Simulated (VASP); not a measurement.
A run of VASP 6.6.1:

INCAR

```
PREC     = Accurate       # precision mode
ENCUT    = 520            # plane-wave cutoff, eV
EDIFF    = 1E-6           # SCF threshold, eV
ISMEAR   = 0              # smearing method
SIGMA    = 0.05           # smearing width, eV
LREAL    = F              # projectors in reciprocal space
LASPH    = T              # aspherical terms in the spheres
NELM     = 80             # most SCF steps
ALGO     = Normal         # electronic algorithm
ISIF     = 2              # what is computed and relaxed
LWAVE    = F              # write WAVECAR
LCHARG   = F              # write CHGCAR
GGA      = PE             # functional
NBANDS   = 56             # bands
```

KPOINTS

```
Automatic mesh
0
Gamma
  6 6 6
```

File POSCAR:

```
HfO2
1.0
    5.0976115520      0.0000000000      0.0000000000
    0.0000000000     -5.0976115520      0.0000000000
    0.0000000000      0.0000000000     -5.0976115520
Hf O
4 8
Direct
    0.0000000000      0.1094630288      0.1094630288
    0.5000000000      0.5000000000      0.0000000000
    0.5000000000      0.0000000000      0.5000000000
    0.0000000000      0.5000000000      0.5000000000
    0.2500000000      0.2500000000      0.2500000000
    0.7500000000      0.7500000000      0.2500000000
    0.7500000000      0.2500000000      0.7500000000
    0.2500000000      0.7500000000      0.7500000000
    0.7500000000      0.7500000000      0.7500000000
    0.2500000000      0.2500000000      0.7500000000
    0.2500000000      0.7500000000      0.2500000000
    0.7500000000      0.2500000000      0.2500000000
```

Potentials or basis: VASP PAW PBE potentials, release 64 (Hf_pv, O).

The run is started by

```console
$ cat potpaw_PBE.64/Hf_pv/POTCAR potpaw_PBE.64/O/POTCAR > POTCAR
$ mpirun -np 1 vasp_std > vasp.out
```

Hardware: 1 thread of Intel(R) Xeon(R) 6975P-C (Granite Rapids) (shared host).

Task: Estimate the wall time of this run.

Result: Wall time 3 min on 1 thread of Intel(R) Xeon(R) 6975P-C (Granite Rapids), on a shared host, peak memory 0.4 GiB. Counts: scf iterations 15, k points 52.
